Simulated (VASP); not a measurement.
A run of VASP 6.6.1 is set up as follows.

Contents of INCAR:

```
PREC = Accurate
ENCUT = 520
EDIFF = 1E-8
ISMEAR = -1
SIGMA = 0.03
LREAL = F
LASPH = T
NELM = 60
ALGO = Normal
ISIF = 2
LWAVE = F
LCHARG = F
GGA = PE
LEFG = T
NBANDS = 16
```

Contents of KPOINTS:

```
regular mesh
0
Gamma
  6 6 5
```

Contents of POSCAR:

```
Se
1.0
    4.3225379494      0.0000000000      0.0000000000
   -2.1612689748      3.7434276731      0.0000000000
    0.0000000000      0.0000000000      4.9536000000
Se
3
Direct
    0.2254000000      0.0000000000      0.3333333333
    0.0000000000      0.2254000000      0.6666666667
    0.7746000000      0.7746000000      0.0000000000
```

Potentials or basis: VASP PAW PBE potentials, release 64 (Se).

Command:

```sh
$ cat potpaw_PBE.64/Se/POTCAR > POTCAR
$ mpirun -np 1 vasp_std > vasp.out
```

What does it give for the largest force?

0.630 eV/Å.

Predict the band gap on the k mesh.

1.32 eV, indirect (least direct gap 1.47 eV).

Estimate the pressure.

4.0 GPa.

Stress tensor (GPa, compression positive):
```
3.27 0.00 0.00
0.00 3.27 0.00
0.00 0.00 5.41
```

Caveat: the cell differs from its parent crystal (equal xx and yy strain of -1 %); without QUAD_EFG the Cq values of the log hold for a quadrupole moment of 1 mb, not for the nuclei. A k mesh can miss the band edges.
